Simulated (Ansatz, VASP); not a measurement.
Two plane-wave programs on Ir

File POSCAR:

```
Ir
1.0
    0.0000000000      1.9197000000      1.9772910000
    1.9197000000      0.0000000000      1.9772910000
    1.9197000000      1.9197000000      0.0000000000
Ir
1
Direct
    0.0000000000      0.0000000000      0.0000000000
```

INCAR.step1

```
SYSTEM = Ir
PREC = Accurate ; ENCUT = 520
ISMEAR = 0 ; SIGMA = 0.15
LREAL = .False. ; LASPH = .True.
NELM = 60 ; NBANDS = 10
GGA = PE ; ALGO = Normal
EDIFF = 1E-4 ; LWAVE = .True.
LCHARG = .False.
```

INCAR.step2

```
SYSTEM = Ir
PREC = Accurate ; ENCUT = 520
EDIFF = 1E-7 ; ISMEAR = 0
SIGMA = 0.15 ; LREAL = .False.
LASPH = .True. ; NELM = 60
ALGO = Normal ; ISIF = 2
LWAVE = .False. ; LCHARG = .False.
METAGGA = R2SCAN ; LMIXTAU = .True.
NBANDS = 10 ; ISTART = 1
```

File KPOINTS:

```
regular mesh
0
Gamma
  22 22 22
  0 0 0
```

Input for Ansatz:

```yaml
crystal:
  lattice:
    - [0.0, 1.9197, 1.977291]
    - [1.9197, 0.0, 1.977291]
    - [1.9197, 1.9197, 0.0]
  atoms:
    - { symbol: Ir, position: [0.0, 0.0, 0.0] }
basis:
  ecutwfc: 500
kpoints:
  mp_grid: { grid: [22, 22, 22] }
hamiltonian:
  xc: r2scan
scf:
  occupations: { method: gaussian, width: 0.15 }
output:
  forces: true
  stress: true
  eigenvalues: true
```

Change from the starting cell: strain +0.000 along x and y, +0.030 along z, atoms carried along.

Alike in both runs: task single point; functional r2SCAN; k mesh 22 × 22 × 22; occupations gaussian, width 0.15 eV; no spin polarisation.

|  | VASP | Ansatz |
| --- | --- | --- |
| version | VASP 6.6.1 | Ansatz 0.2.0 |
| potentials or method | VASP PAW PBE potentials, release 64 (Ir), cutoff 520 eV | scalar-relativistic, plane waves, PAW |
| valence electrons in the cell | 9 | 17 |

|  | VASP | Ansatz | Ansatz less VASP |
| --- | --- | --- | --- |
| gap on the k mesh at the Fermi level (eV) | none | none | - |
| pressure (GPa) | -6.6 | -8.8 | -2.17 |
| traceless stress, the component that is largest in VASP (GPa) | -7.00 | -7.00 | +0.007 |

VASP's potentials were made for PBE, not for r2SCAN. A gap of «none» marks a metal or a gap that the smearing closes. VASP's potentials hold 9 valence electrons a cell and Ansatz's 17, so a difference there can come from the potentials and not from the codes.

Spin-orbit coupling is off throughout.
